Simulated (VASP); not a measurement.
# Li6Ag (P6/mmm) in VASP: further runs

Li6Ag is run at these levels: PBE; tasks: single point, relaxation of cell and atoms.

All numbers are computed with VASP 6.6.1; they aren't measurements. Logs are shortened: lines on timing, memory, paths and dates and some standing lists are left out, and cuts for length are marked.

**1. The cell of the first run**

The structure is hexagonal, space group P6/mmm (No. 191). Conventional cell: a = 7.922 Å, b = 7.922 Å, c = 2.850 Å, α = 90.00°, β = 90.00°, γ = 120.00°. Within 3.4 Å of Li (site symmetry m2m) lie 5 Li at 2.57 to 2.85 Å and 2 Ag at 2.94 Å. Within 3.8 Å of Ag (site symmetry 6/mmm) lie 2 Ag at 2.85 Å and 12 Li at 2.94 Å.

The cell was generated, and may not be a known phase.

**2. Single point, PBE**

INCAR

```
  PREC = Accurate
  ENCUT = 520
  EDIFF = 1E-6
  ISMEAR = 0
  SIGMA = 0.1
  LREAL = False
  LASPH = True
  NELM = 80
  ALGO = Normal
  ISIF = 2
  LWAVE = False
  LCHARG = True
  GGA = PE
  LELF = True
  LVHAR = True
  NBANDS = 24
```

KPOINTS

```
regular mesh
0
Gamma
  6 6 4
```

POSCAR

```
Li6Ag
1.0
    7.9222113688      0.0000000000      0.0000000000
   -3.9611056844      6.8608362995      0.0000000000
    0.0000000000      0.0000000000      2.8496946953
Li Ag
6 1
Direct
    0.0000000000      0.3249710889      0.5000000000
    0.6750289111      0.6750289111      0.5000000000
    0.3249710889      0.0000000000      0.5000000000
    0.0000000000      0.6750289111      0.5000000000
    0.3249710889      0.3249710889      0.5000000000
    0.6750289111      0.0000000000      0.5000000000
    0.0000000000      0.0000000000      0.0000000000
```

Potentials or basis: VASP PAW PBE potentials, release 64 (Li_sv, Ag).

Started as:

```sh
$ cat potpaw_PBE.64/Li_sv/POTCAR potpaw_PBE.64/Ag/POTCAR > POTCAR
$ mpirun -np 1 vasp_std > vasp.out
```

OUTCAR:

```text
PREC = Accurate
   ENCUT = 520
   EDIFF = 1E-6
   ISMEAR = 0
   LREAL = False
   LASPH = True
   NELM = 80
   ISIF = 2
   GGA = PE

 ion  position               nearest neighbor table
   1  0.000  0.325  0.500-   6 2.57   5 2.57   7 2.94   7 2.94
   2  0.675  0.675  0.500-   6 2.57   4 2.57   7 2.94   7 2.94
   3  0.325  0.000  0.500-   4 2.57   5 2.57   7 2.94   7 2.94
   4  0.000  0.675  0.500-   3 2.57   2 2.57   7 2.94   7 2.94
   5  0.325  0.325  0.500-   3 2.57   1 2.57   7 2.94   7 2.94
   6  0.675  0.000  0.500-   1 2.57   2 2.57   7 2.94   7 2.94
   7  0.000  0.000  0.000-   1 2.94   2 2.94   4 2.94   5 2.94   1 2.94   2 2.94   4 2.94   5 2.94
                             3 2.94   3 2.94   6 2.94   6 2.94

  LATTYP: Found a hexagonal cell.
 ALAT       =     7.9222113688
 C/A-ratio  =     0.3597095006

  Lattice vectors:

 A1 = (   7.9222113688,   0.0000000000,   0.0000000000)
 A2 = (  -3.9611056844,   6.8608362995,   0.0000000000)
 A3 = (   0.0000000000,   0.0000000000,   2.8496946953)

Analysis of symmetry for initial positions (statically):
=====================================================================
 Subroutine PRICEL returns:
 Original cell was already a primitive cell.

 Routine SETGRP: Setting up the symmetry group for a
 hexagonal supercell.

 Subroutine GETGRP returns: Found 24 space group operations
 (whereof 24 operations were pure point group operations)
 out of a pool of 24 trial point group operations.

The static configuration has the point symmetry D_6h.

Analysis of symmetry for dynamics (positions and initial velocities):
=====================================================================
 Subroutine PRICEL returns:
 Original cell was already a primitive cell.

 Routine SETGRP: Setting up the symmetry group for a
 hexagonal supercell.

 Subroutine GETGRP returns: Found 24 space group operations
 (whereof 24 operations were pure point group operations)
 out of a pool of 24 trial point group operations.

The dynamic configuration has the point symmetry D_6h.

 Subroutine INISYM returns: Found 24 space group operations
 (whereof 24 operations are pure point group operations),
 and found     1 'primitive' translations

----------------------------------------------------------------------------------------

                                     Primitive cell

  volume of cell :     154.8894

  direct lattice vectors                    reciprocal lattice vectors
     7.922211369  0.000000000  0.000000000     0.126227382  0.072877413  0.000000000
    -3.961105684  6.860836299  0.000000000     0.000000000  0.145754826  0.000000000
     0.000000000  0.000000000  2.849694695     0.000000000  0.000000000  0.350914785

  length of vectors
     7.922211369  7.922211369  2.849694695     0.145754826  0.145754826  0.350914785

  position of ions in fractional coordinates (direct lattice)
     1.000000000  0.324971089  0.500000000
     0.675028911  0.675028911  0.500000000
     0.324971089  0.000000000  0.500000000
     1.000000000  0.675028911  0.500000000
     0.324971089  0.324971089  0.500000000
     0.675028911  0.000000000  0.500000000
     0.000000000  0.000000000  0.000000000

  ion indices of the primitive-cell ions
   primitive index   ion index
                 1           1
                 2           2
                 3           3
                 4           4
                 5           5
                 6           6
                 7           7

----------------------------------------------------------------------------------------

 KPOINTS: regular mesh

Automatic generation of k-mesh.
 Grid dimensions read from file:
 generate k-points for:    6    6    4

 Generating k-lattice:

  Cartesian coordinates                     Fractional coordinates (reciprocal lattice)
     0.021037897  0.012146235  0.000000000     0.166666667 -0.000000000  0.000000000
     0.000000000  0.024292471  0.000000000     0.000000000  0.166666667  0.000000000
     0.000000000  0.000000000  0.087728696     0.000000000  0.000000000  0.250000000

  Length of vectors
     0.024292471  0.024292471  0.087728696

  Shift w.r.t. Gamma in fractional coordinates (k-lattice)
     0.000000000  0.000000000  0.000000000

 Subroutine IBZKPT returns following result:
 ===========================================

 Found     21 irreducible k-points:

 Following reciprocal coordinates:
            Coordinates               Weight
  0.000000  0.000000  0.000000      1.000000
  0.166667 -0.000000  0.000000      6.000000
  0.333333 -0.000000  0.000000      6.000000
  0.500000  0.000000  0.000000      3.000000
  0.166667  0.166667  0.000000      6.000000
  0.333333  0.166667  0.000000     12.000000
[... 13 lines left out ...]
  0.333333  0.166667  0.500000     12.000000
  0.333333  0.333333  0.500000      2.000000
   k-points           NKPTS =     21   k-points in BZ     NKDIM =     21   number of bands    NBANDS=     24
   number of dos      NEDOS =    301   number of ions     NIONS =      7
   total plane-waves  NPLWV =  86400
   dimension x,y,z NGX =    60 NGY =   60 NGZ =   24
   dimension x,y,z NGXF=   120 NGYF=  120 NGZF=   48
   ions per type =               6   1
   NGX,Y,Z   is equivalent  to a cutoff of  12.59, 12.59, 14.00 a.u.
   NGXF,Y,Z  is equivalent  to a cutoff of  25.18, 25.18, 28.00 a.u.
 SYSTEM =  unknown system
   PREC   = accura    normal or accurate (medium, high low for compatibility)
   ISTART =      0    job   : 0-new  1-cont  2-samecut
   ICHARG =      2    charge: 1-file 2-atom 10-const
   ISPIN  =      1    spin polarized calculation?
   LNONCOLLINEAR =      F non collinear calculations
   LSORBIT =      F    spin-orbit coupling
   LASPH  =      T    aspherical Exc in radial PAW
   ENCUT  =  520.0 eV  38.22 Ry    6.18 a.u.  14.73 14.73  5.30*2*pi/ulx,y,z
   NELM   =     80;   NELMIN=  2; NELMDL= -5     # of ELM steps
   EDIFF  = 0.1E-05   stopping-criterion for ELM
   LREAL  =      F    real-space projection
   EDIFFG = 0.1E-04   stopping-criterion for IOM
   NSW    =      0    number of steps for IOM
   IBRION =     -1    ionic relax: 0-MD 1-quasi-New 2-CG
   NFREE  =      0    steps in history (QN), initial steepest desc. (CG)
   ISIF   =      2    stress and relaxation
   ISYM   =      2    0-nonsym 1-usesym 2-fastsym
   POTIM  = 0.5000    time-step for ionic-motion
   TEBEG  =    0.0;   TEEND  =   0.0 temperature during run
   PSTRESS=    0.0 pullay stress
   NELECT =      29.0000    total number of electrons
   NUPDOWN=      -1.0000    fix difference up-down
   EMIN   =  10.00;   EMAX   =-10.00  energy-range for DOS
   EFERMI =   0.00;   METHOD = LEGACY
   ISMEAR =     0;   SIGMA  =   0.10  broadening in eV -4-tet -1-fermi 0-gaus
   EFERMI_NEDOS =   21; number of points for ismear=-14 and -15
   IALGO  =     38    algorithm
   IMIX   =      4    mixing-type and parameters
     AMIX     =   0.40;   BMIX     =  1.00
     AMIX_MAG =   1.60;   BMIX_MAG =  1.00
  volume/ion in A,a.u.               =      22.13       149.32
  Fermi-wavevector in a.u.,A,eV,Ry     =   0.936556  1.769833 11.934165  0.877136
  Thomas-Fermi vector in A             =   2.063577
   LORBIT       =      0    0 simple, 1 ext, 2 COOP (PROOUT), +10 PAW based schemes
   GGA     = PE    functional components
   LHFCALC =     F    Hartree Fock is set to
   AEXX    =    0.0000 exact exchange contribution
   IVDW    =     0    specifies the selected vdW correction
   LEPSILON=     F    determine dielectric tensor
   LRPA    =     F    only Hartree local field effects (RPA)
 non-spin polarized calculation
 Gauss-broadening in eV      SIGMA  =   0.10
  energy-cutoff  :      520.00
  volume of cell :      154.89
 maximum number of plane-waves:      4200
 NGX is ok and might be reduce to    60
   NGX = 29   NGY = 29   NGZ = 11

 number of electron      29.0000033 magnetization

 Free energy of the ion-electron system (eV)
  ---------------------------------------------------
  ext. energy  EPLUGINS =         0.00000000
  ---------------------------------------------------
  free energy    TOTEN  =       -13.04412810 eV

  energy without entropy =      -13.01053256  energy(sigma->0) =      -13.02733033

 E-fermi :   1.2086     XC(G=0):  -7.2607

 val. band max:        1.1112944335   @ k =   0.3333   0.3333   0.5000
 cond. band min:       1.2109888093   @ k =   0.3333   0.1667   0.2500
 fundamental gap:      0.0996943758
 Fermi energy:         1.2085863330

 k-point     1 :       0.0000    0.0000    0.0000
  band No.  band energies     occupation
      1     -45.8089      2.00000
      2     -45.7909      2.00000
      3     -45.7909      2.00000
      4     -45.7813      2.00000
      5     -45.7813      2.00000
      6     -45.7633      2.00000
[... 16 lines left out ...]
     23       8.0425      0.00000
     24       8.1573      0.00000

 k-point     2 :       0.1667   -0.0000    0.0000
  band No.  band energies     occupation
      1     -45.8081      2.00000
      2     -45.7929      2.00000
      3     -45.7921      2.00000
      4     -45.7801      2.00000
      5     -45.7793      2.00000
      6     -45.7641      2.00000
[... 16 lines left out ...]
     23       7.3758      0.00000
     24       7.7223      0.00000

 k-point     3 :       0.3333   -0.0000    0.0000
  band No.  band energies     occupation
      1     -45.8059      2.00000
      2     -45.7969      2.00000
      3     -45.7938      2.00000
      4     -45.7784      2.00000
      5     -45.7754      2.00000
      6     -45.7664      2.00000
[... 16 lines left out ...]
     23       6.5506      0.00000
     24       7.1378      0.00000

 k-point     4 :       0.5000    0.0000    0.0000
  band No.  band energies     occupation
      1     -45.8038      2.00000
      2     -45.7997      2.00000
      3     -45.7945      2.00000
      4     -45.7777      2.00000
      5     -45.7725      2.00000
      6     -45.7685      2.00000
[... 16 lines left out ...]
     23       6.6891      0.00000
     24       6.8140      0.00000

 k-point     5 :       0.1667    0.1667    0.0000
  band No.  band energies     occupation
      1     -45.8066      2.00000
      2     -45.7953      2.00000
      3     -45.7941      2.00000
      4     -45.7781      2.00000
      5     -45.7770      2.00000
      6     -45.7657      2.00000
[... 16 lines left out ...]
     23       6.7351      0.00000
     24       7.1687      0.00000

 k-point     6 :       0.3333    0.1667    0.0000
  band No.  band energies     occupation
      1     -45.8041      2.00000
      2     -45.7985      2.00000
      3     -45.7956      2.00000
      4     -45.7766      2.00000
      5     -45.7738      2.00000
      6     -45.7682      2.00000
[... 16 lines left out ...]
     23       6.3444      0.00000
     24       7.7084      0.00000
[... 298 lines left out ...]
 k-point    18 :       0.5000    0.0000    0.5000
  band No.  band energies     occupation
      1     -45.7902      2.00000
      2     -45.7862      2.00000
      3     -45.7813      2.00000
      4     -45.7650      2.00000
      5     -45.7602      2.00000
      6     -45.7563      2.00000
[... 16 lines left out ...]
     23       5.9348      0.00000
     24       5.9349      0.00000

 k-point    19 :       0.1667    0.1667    0.5000
  band No.  band energies     occupation
      1     -45.7929      2.00000
      2     -45.7820      2.00000
      3     -45.7808      2.00000
      4     -45.7655      2.00000
      5     -45.7643      2.00000
      6     -45.7536      2.00000
[... 16 lines left out ...]
     23       5.8001      0.00000
     24       5.8718      0.00000

 k-point    20 :       0.3333    0.1667    0.5000
  band No.  band energies     occupation
      1     -45.7905      2.00000
      2     -45.7851      2.00000
      3     -45.7823      2.00000
      4     -45.7640      2.00000
      5     -45.7613      2.00000
      6     -45.7559      2.00000
[... 16 lines left out ...]
     23       5.9174      0.00000
     24       6.0007      0.00000

 k-point    21 :       0.3333    0.3333    0.5000
  band No.  band energies     occupation
      1     -45.7893      2.00000
      2     -45.7847      2.00000
      3     -45.7847      2.00000
      4     -45.7617      2.00000
      5     -45.7617      2.00000
      6     -45.7572      2.00000
[... 16 lines left out ...]
     23       5.6795      0.00000
     24       6.1015      0.00000

------------------------ aborting loop because EDIFF is reached ----------------------------------------

  FORCE on cell =-STRESS in cart. coord.  units (eV):
  Direction    XX          YY          ZZ          XY          YZ          ZX
  --------------------------------------------------------------------------------------
  -------------------------------------------------------------------------------------
  Total        0.0911510      0.0911510     -0.0241581      0.0000000      0.0000000      0.0000000
  in kB        0.9428668      0.9428668     -0.2498919      0.0000000      0.0000000      0.0000000
  external PRESSURE =       0.5452806 kB  Pullay stress =       0.0000000 kB

 VOLUME and BASIS-vectors are now :
 -----------------------------------------------------------------------------
  energy-cutoff  :      520.00
  volume of cell :      154.89
      direct lattice vectors                 reciprocal lattice vectors
     7.922211369  0.000000000  0.000000000     0.126227382  0.072877413  0.000000000
    -3.961105684  6.860836299  0.000000000     0.000000000  0.145754826  0.000000000
     0.000000000  0.000000000  2.849694695     0.000000000  0.000000000  0.350914785

 POSITION                                       TOTAL-FORCE (eV/Angst)
 -----------------------------------------------------------------------------------
     -1.28724      2.22957      1.42485        -0.019708      0.034135      0.000000
      2.67386      4.63126      1.42485        -0.019708     -0.034135      0.000000
      2.57449      0.00000      1.42485         0.039416      0.000000      0.000000
     -2.67386      4.63126      1.42485         0.019708     -0.034135     -0.000000
      1.28724      2.22957      1.42485         0.019708      0.034135     -0.000000
      5.34772      0.00000      1.42485        -0.039416     -0.000000     -0.000000
      0.00000      0.00000      0.00000         0.000000      0.000000      0.000000
 -----------------------------------------------------------------------------------
    total drift:                               -0.000000      0.000000     -0.000000

  FREE ENERGIE OF THE ION-ELECTRON SYSTEM (eV)
  ---------------------------------------------------
  free  energy   TOTEN  =       -13.0441280969 eV

  energy  without entropy=      -13.0105325581  energy(sigma->0) =      -13.02733033
```

It took 2.1 min on 1 thread of Oxide Virtual Turin-like, shared host; peak memory 0.27 GiB.

What came out:

| Quantity | Value |
| --- | --- |
| Free energy | -13.0441 eV |
| Largest force | 0.039 eV/Å |
| Band gap on the k mesh | zero (an odd number of electrons rules out a gap without spin polarisation) |

Forces on the atoms (eV/Å):
```
Li  -0.020  0.034  0.000
Li  -0.020 -0.034  0.000
Li   0.039  0.000  0.000
Li   0.020 -0.034  0.000
Li   0.020  0.034  0.000
Li  -0.039  0.000  0.000
Ag   0.000  0.000  0.000
```

Caveat: the k points lie up to 0.55 Å⁻¹ apart, too coarse for converged energies and pressures of a metal; the cutoff is under 1.25 times the usual one of these potentials, so pressure, stress and relaxed cells hold a basis-set (Pulay) error.

**3. Relaxation of cell and atoms, PBE**

This run uses another cell than the first one, of 10.16 Å³/atom.

INCAR

```
SYSTEM = Li6Ag
PREC = Accurate ; ENCUT = 600
EDIFF = 1E-6 ; ISMEAR = 0
SIGMA = 0.1 ; LREAL = .False.
LASPH = .True. ; NELM = 60
ALGO = Normal ; ISIF = 3
LWAVE = .False. ; LCHARG = .False.
GGA = PE ; IBRION = 2
NSW = 90 ; EDIFFG = -0.04
```

KPOINTS

```
regular mesh
0
Gamma
  6 6 4
  0 0 0
```

POSCAR

```
Li6Ag
1.0
    4.5939184800      0.0000000000      0.0000000000
   -2.2969592400      3.9784501100      0.0000000000
    0.0000000000      0.0000000000      3.8926835400
Li Ag
6 1
Direct
    0.0000000000      0.3336124100      0.5000000000
    0.6663875900      0.6663875900      0.5000000000
    0.3336124100      0.0000000000      0.5000000000
    0.0000000000      0.6663875900      0.5000000000
    0.3336124100      0.3336124100      0.5000000000
    0.6663875900      0.0000000000      0.5000000000
    0.0000000000      0.0000000000      0.0000000000
```

Potentials or basis: VASP PAW PBE potentials, release 64 (Li_sv, Ag).

Started as:

```sh
$ cat potpaw_PBE.64/Li_sv/POTCAR potpaw_PBE.64/Ag/POTCAR > POTCAR
$ mpirun -np 1 vasp_std > vasp.out
```

Run time: 5.5 min. Hardware: 1 thread of Oxide Virtual Turin-like, shared host; peak memory 0.2 GiB.

It converged, with:

```
Free energy                           : -9.7305 eV
Relaxed volume                        : 15.39 Å³/atom
Relaxed cell                          : a = 6.483 Å, b = 6.483 Å, c = 2.960 Å, α = 90.00°, β = 90.00°, γ = 120.00°
Space group after relaxing (to 0.1 Å) : P6/mmm (No. 191)
Pressure after relaxing               : 0.1 GPa
Largest force after relaxing          : 0.033 eV/Å
Band gap on the k mesh                : zero (an odd number of electrons rules out a gap without spin polarisation)
```

Forces in eV/Å, atoms in the order of the input:
```
Li  -0.016  0.028  0.000
Li  -0.016 -0.028  0.000
Li   0.033  0.000  0.000
Li   0.016 -0.028  0.000
Li   0.016  0.028  0.000
Li  -0.033  0.000  0.000
Ag   0.000  0.000  0.000
```

Stress tensor (GPa, compression positive):
```
-0.08  0.00  0.00
 0.00 -0.08  0.00
 0.00  0.00  0.41
```

Final structure:
```cif
data_structure
_symmetry_space_group_name_H-M 'P 1'
_symmetry_Int_Tables_number 1
_cell_length_a 6.4826
_cell_length_b 6.4826
_cell_length_c 2.9600
_cell_angle_alpha 90.000
_cell_angle_beta 90.000
_cell_angle_gamma 120.000
_cell_volume 107.73
loop_
_atom_site_label
_atom_site_type_symbol
_atom_site_fract_x
_atom_site_fract_y
_atom_site_fract_z
_atom_site_occupancy
Li1 Li 0.00000 0.34151 0.50000 1
Li2 Li 0.65849 0.65849 0.50000 1
Li3 Li 0.34151 0.00000 0.50000 1
Li4 Li 0.00000 0.65849 0.50000 1
Li5 Li 0.34151 0.34151 0.50000 1
Li6 Li 0.65849 0.00000 0.50000 1
Ag1 Ag 0.00000 0.00000 0.00000 1
```

Levels at points of the mesh, in eV from the Fermi level:
```csv
k point,band 12,band 13,band 14,band 15,band 16,band 17
"(0.00, 0.00, 0.00)",-4.37,-1.93,-1.42,-0.72,-0.72,0.72
"(0.50, 0.00, 0.00)",-4.37,-2.87,-1.79,-0.96,0.82,1.79
"(0.00, 0.00, 0.50)",-1.83,-0.37,1.20,1.20,1.47,2.02
"(0.50, 0.00, 0.50)",-1.27,-1.01,-0.42,0.25,1.59,1.75
```

Caveat: the k points lie up to 0.53 Å⁻¹ apart in the final cell, too coarse for converged energies and pressures of a metal; the cutoff is under 1.25 times the usual one of these potentials, so pressure, stress and relaxed cells hold a basis-set (Pulay) error; the volume moved by over 15 % at a fixed basis, so the end points are rough.

(Continued in part 2 of 2.)

The gap in the log of VASP goes by the Fermi energy; the results here count the filled bands.